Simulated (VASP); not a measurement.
Set up this calculation in VASP 6.6.1, as the native input.

| Quantity | Value |
| --- | --- |
| Task | single point |
| Functional | PBEsol |
| Potentials or basis | VASP PAW PBE potentials, release 64 (Ti_sv, B) |
| Cutoff | 520 eV |
| k mesh | 11 × 11 × 9 |
| Occupations | methfessel-paxton, width 0.1 eV |
| Spin | no spin polarisation |
| Dipole correction | no |
| Further INCAR settings | ALGO = Normal; EDIFF = 1e-06; NBANDS = 16 |

The structure of TiB2 lies in POSCAR:

```
TiB2
1.0
    2.9461660724      0.0000000000      0.0000000000
   -1.4730830362      2.5514545135      0.0000000000
    0.0000000000      0.0000000000      3.1399057666
Ti B
1 2
Direct
    0.0000000000      0.0000000000      0.0000000000
    0.3333333333      0.6666666667      0.5000000000
    0.6666666667      0.3333333333      0.5000000000
```

These files were run (other wordings do the same):

INCAR

```
SYSTEM = TiB2
PREC     = Accurate       ! precision mode
ENCUT    = 520            ! plane-wave cutoff, eV
EDIFF    = 1E-6           ! SCF threshold, eV
ISMEAR   = 1              ! smearing method
SIGMA    = 0.1            ! smearing width, eV
LREAL    = .False.        ! projectors in reciprocal space
LASPH    = .True.         ! aspherical terms in the spheres
NELM     = 60             ! most SCF steps
ALGO     = Normal         ! electronic algorithm
ISIF     = 2              ! what is computed and relaxed
LWAVE    = .False.        ! write WAVECAR
LCHARG   = .False.        ! write CHGCAR
GGA      = PS             ! functional
NBANDS   = 16             ! bands
```

KPOINTS

```
Automatic mesh
0
Gamma
  11 11 9
  0 0 0
```

Potentials or basis: VASP PAW PBE potentials, release 64 (Ti_sv, B).

The run is started by

```bash
$ cat potpaw_PBE.64/Ti_sv/POTCAR potpaw_PBE.64/B/POTCAR > POTCAR
$ mpirun -np 1 vasp_std > vasp.out
```

Results of the run:

```json
{
 "Pressure": "19.6 GPa",
 "Band gap on the k mesh": "zero (band 9 reaches 11.05 eV, above the bottom of band 10 at 10.54 eV)"
}
```

Caveat: the PAW data sets were made with another functional, which shifts forces and pressure a little.

Wall time 17 s on 1 thread of AMD EPYC 9R45 96-Core Processor (Zen 5) (shared host), peak memory 0.13 GiB.
